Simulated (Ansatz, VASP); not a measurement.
Two plane-wave programs on Ti3Si

POSCAR

```
Ti3Si
1.0
    0.0000000000      3.1443560000      3.1443560000
    3.1443560000      0.0000000000      3.1443560000
    3.1443560000      3.1443560000      0.0000000000
Ti Si
3 1
Direct
    0.7500000000      0.7500000000      0.7500000000
    0.2500000000      0.2500000000      0.2500000000
    0.0000000000      0.0000000000      0.0000000000
    0.5000000000      0.5000000000      0.5000000000
```

The input INCAR.step1:

```
SYSTEM = Ti3Si
ALGO = Normal ; EDIFF = 1E-4
ENCUT = 520 ; GGA = PE
ISMEAR = 1 ; LASPH = .TRUE.
LCHARG = .FALSE. ; LREAL = .FALSE.
LWAVE = .TRUE. ; NBANDS = 28
NELM = 100 ; PREC = Accurate
SIGMA = 0.15
```

File INCAR.step2:

```
SYSTEM = Ti3Si
ALGO = Normal ; EDIFF = 1E-6
ENCUT = 520 ; ISIF = 2
ISMEAR = 1 ; ISTART = 1
LASPH = .TRUE. ; LCHARG = .TRUE.
LELF = .TRUE. ; LMIXTAU = .TRUE.
LREAL = .FALSE. ; LVHAR = .TRUE.
LWAVE = .FALSE. ; METAGGA = R2SCAN
NBANDS = 28 ; NELM = 100
PREC = Accurate ; SIGMA = 0.15
```

Contents of KPOINTS:

```
k-points
0
G
  4 4 4
  0 0 0
```

Input for Ansatz:

```yaml
crystal:
  lattice:
    - [0.0, 3.144356, 3.144356]
    - [3.144356, 0.0, 3.144356]
    - [3.144356, 3.144356, 0.0]
  atoms:
    - { symbol: Ti, position: [0.75, 0.75, 0.75] }
    - { symbol: Ti, position: [0.25, 0.25, 0.25] }
    - { symbol: Ti, position: [0.0, 0.0, 0.0] }
    - { symbol: Si, position: [0.5, 0.5, 0.5] }
accuracy: low
kpoints:
  mp_grid:
    grid: [4, 4, 4]
hamiltonian:
  xc: r2scan
  pseudopotentials:
    kind: nc
scf:
  algorithm: density_mixing
  occupations:
    method: methfessel_paxton
    width: 0.15
  initial_density:
    normalization: cell
output:
  forces: true
  stress: true
```

Alike in both runs: task single point; functional r2SCAN; k mesh 4 × 4 × 4; occupations methfessel-paxton of order 1, width 0.15 eV; no spin polarisation.

```csv
,VASP,Ansatz
version,VASP 6.6.1,Ansatz 0.2.0
potentials or method,"VASP PAW PBE potentials, release 64 (Ti_sv, Si)","plane waves, norm-conserving potentials"
plane-wave cutoff (eV),520,1143
valence electrons in the cell,40,40
```

Ansatz gave:

| Item | Value |
| --- | --- |
| pressure (GPa) | -2.0 |

Question: What did VASP give for the same quantities?

Answer: Pressure (GPa): -1.5.

VASP's potentials were made for PBE, not for r2SCAN.

The k mesh is coarse, so the values compare programs but aren't converged.
